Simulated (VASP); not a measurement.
Input of a VASP 6.6.1 run:

Contents of POSCAR:

```
SiC
1.0
    1.4657416605      0.8462463422      5.3212273465
   -1.4657416605      0.8462463422      5.3212273465
    0.0000000000     -1.6924926845      5.3212273465
C Si
2 2
Direct
    0.4503465656      0.4503465656      0.4503465656
    0.5496534344      0.5496534344      0.5496534344
    0.9261347269      0.9261347269      0.9261347269
    0.0738652731      0.0738652731      0.0738652731
```

The input INCAR.step1:

```
SYSTEM = SiC
PREC = Accurate
ENCUT = 520
ISMEAR = -1
SIGMA = 0.02
LREAL = .False.
LASPH = .True.
NELM = 80
NBANDS = 16
GGA = PE
ALGO = Normal
EDIFF = 1E-4
LWAVE = .True.
LCHARG = .False.
```

File INCAR.step2:

```
SYSTEM = SiC
PREC = Accurate
ENCUT = 520
EDIFF = 1E-7
ISMEAR = -1
SIGMA = 0.02
LREAL = .False.
LASPH = .True.
NELM = 80
ALGO = Normal
ISIF = 2
LWAVE = .False.
LCHARG = .True.
METAGGA = R2SCAN
LMIXTAU = .True.
LELF = .True.
LVHAR = .True.
NBANDS = 16
ISTART = 1
```

Contents of KPOINTS:

```
regular mesh
0
Gamma
  10 10 10
  0 0 0
```

Potentials or basis: VASP PAW PBE potentials, release 64 (C, Si).

The run is started by

```console
$ cat potpaw_PBE.64/C/POTCAR potpaw_PBE.64/Si/POTCAR > POTCAR
$ cp INCAR.step1 INCAR
$ mpirun -np 1 vasp_std > vasp.out
$ cp INCAR.step2 INCAR
$ mpirun -np 1 vasp_std > vasp.out
```

Task: Estimate the pressure.

Result: 24.9 GPa.

Task: What does it give for the band gap on the k mesh?

Result: Zero (band 8 reaches 9.90 eV, above the bottom of band 9 at 9.75 eV).

Forces in eV/Å, atoms in the order of the input:
```
C    0.000  0.000 -0.056
C    0.000  0.000  0.056
Si   0.000  0.000 -0.009
Si   0.000  0.000  0.009
```

Caveat: the cell differs from its parent crystal (biaxial xy strain -4.9%); the PAW data sets were made with another functional, which shifts forces and pressure a little.
